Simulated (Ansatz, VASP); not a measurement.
KBr in VASP and in Ansatz

```
K Br
1.0
     0.00000    3.30244    3.30244
     3.30244    0.00000    3.30244
     3.30244    3.30244    0.00000
K Br
1 1
Direct
  0.00000 0.00000 0.00000
  0.50000 0.50000 0.50000
```

Alike in both runs: task single point; functional HSE06; k mesh 4 × 4 × 4; no spin polarisation.

|  | VASP | Ansatz |
| --- | --- | --- |
| version | VASP 6.6.1 | Ansatz 0.2.0 |
| potentials or method | VASP PAW PBE potentials, release 64 (K_sv, Br) | plane waves, PAW |
| plane-wave cutoff (eV) | 520 | 420 |
| occupations | gaussian, width 0.01 eV | fixed |
| valence electrons in the cell | 16 | 16 |

|  | VASP | Ansatz | Ansatz less VASP |
| --- | --- | --- | --- |
| gap on the k mesh at the Fermi level (eV) | 5.59 | 5.60 | +0.003 |
| pressure (GPa) | 0.4 | 0.4 | -0.02 |

Ansatz's warnings: stress exchange threshold loose, stress scf threshold loose.
